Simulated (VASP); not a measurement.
# ZnS: single point with PBE

The system is ZnS.

```
Zn S
1.0
    -3.84672    0.00000    0.00000
    -1.92336   -3.33136    0.00000
    -2.40439   -1.38818   12.59023
Zn S
4 4
Cartesian
  0.0000 0.0000 8.2623
  0.0000 0.0000 1.9672
  -1.9234 -1.1105 11.4096
  -3.8467 -2.2209 5.1145
  0.0000 0.0000 10.6197
  -1.9234 -3.3314 4.3246
  -1.9234 -1.1105 1.1814
  -3.8467 -2.2209 7.4765
```

```yaml
Program: VASP 6.6.1
Task: single point
Functional: PBE
Potentials_or_basis: VASP PAW PBE potentials, release 64 (Zn, S)
Cutoff: 520 eV
k_mesh: 8 × 8 × 2
Occupations: gaussian, width 0.05 eV
Spin: no spin polarisation
```

```json
{"Pressure": "-0.5 GPa", "Largest force": "0.431 eV/Å", "Band gap on the k mesh": "1.44 eV"}
```

Forces in eV/Å, atoms in the order of the input:
```
Zn  -0.021 -0.012 -0.175
Zn  -0.109 -0.063  0.067
Zn   0.146  0.084  0.030
Zn  -0.002 -0.001 -0.195
S   -0.107 -0.062  0.306
S    0.011  0.006  0.211
S    0.085  0.049 -0.420
S   -0.002 -0.001  0.176
```

Stress tensor (GPa, compression positive):
```
-0.58  0.60  0.08
 0.60 -1.27  0.05
 0.08  0.05  0.26
```

Levels at points of the mesh, in eV from the valence-band top:
```csv
k point,band 34,band 35,band 36,band 37,band 38,band 39
"(0.00, 0.00, 0.00)",-0.09,-0.06,0.00,1.44,2.93,3.19
"(0.50, 0.00, 0.00)",-1.40,-1.03,-0.74,2.17,3.49,3.57
"(0.50, 0.50, 0.00)",-1.59,-1.01,-0.93,2.29,3.44,3.71
"(0.00, 0.00, 0.50)",-0.39,-0.06,-0.02,2.04,2.76,3.03
"(0.50, 0.00, 0.50)",-1.56,-0.97,-0.74,2.21,3.40,3.69
"(0.50, 0.50, 0.50)",-1.35,-1.03,-0.85,2.12,3.31,3.57
```

Run time: 8.1 min on 1 thread of Intel Xeon 8259CL (shared host), peak memory 0.42 GiB.
